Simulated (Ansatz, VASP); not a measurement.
## Na: VASP beside Ansatz

Contents of INCAR:

```
SYSTEM = Na
PREC     = Accurate       ! precision mode
ENCUT    = 520            ! plane-wave cutoff, eV
EDIFF    = 1E-6           ! SCF threshold, eV
ISMEAR   = -1             ! smearing method
SIGMA    = 0.1            ! smearing width, eV
LREAL    = .False.        ! projectors in reciprocal space
LASPH    = .True.         ! aspherical terms in the spheres
NELM     = 100            ! most SCF steps
ALGO     = Normal         ! electronic algorithm
ISIF     = 2              ! what is computed and relaxed
LWAVE    = .False.        ! write WAVECAR
LCHARG   = .False.        ! write CHGCAR
GGA      = PE             ! functional
NBANDS   = 10             ! bands
```

The input KPOINTS:

```
regular mesh
0
Gamma
  14 14 14
  0 0 0
```

The input POSCAR:

```
Na
1.0
    0.0000000000      2.4022548253      2.4022548253
    2.4022548253      0.0000000000      2.4022548253
    2.4022548253      2.4022548253      0.0000000000
Na
1
Direct
    0.0000000000      0.0000000000      0.0000000000
```

Input for Ansatz:

```yaml
crystal:
  lattice:
    - [0.0, 2.4022548253, 2.4022548253]
    - [2.4022548253, 0.0, 2.4022548253]
    - [2.4022548253, 2.4022548253, 0.0]
  atoms:
    - { symbol: Na, position: [0.0, 0.0, 0.0] }
kpoints:
  mp_grid: { grid: [14, 14, 14] }
scf:
  occupations: { method: fermi_dirac, width: 0.1 }
hamiltonian:
  xc: pbe
  pseudopotentials: { kind: all_electron, lapw: { basis_error: 0.001 } }
output:
  forces: true
  stress: true
  eigenvalues: true
  populations: true
```

Change from the starting cell: volume scaled by 0.75, LAPW.

Alike in both runs: task single point; functional PBE; k mesh 14 × 14 × 14; occupations fermi-dirac, width 0.1 eV; no spin polarisation.

|  | VASP | Ansatz |
| --- | --- | --- |
| version | VASP 6.6.1 | Ansatz 0.2.0 |
| potentials or method | VASP PAW PBE potentials, release 64 (Na_pv), cutoff 520 eV | all-electron LAPW, scalar-relativistic |

|  | VASP | Ansatz | Ansatz less VASP |
| --- | --- | --- | --- |
| pressure (GPa) | 3.8 | 3.9 | +0.07 |

Ansatz ran all-electron here, and VASP with PAW potentials.
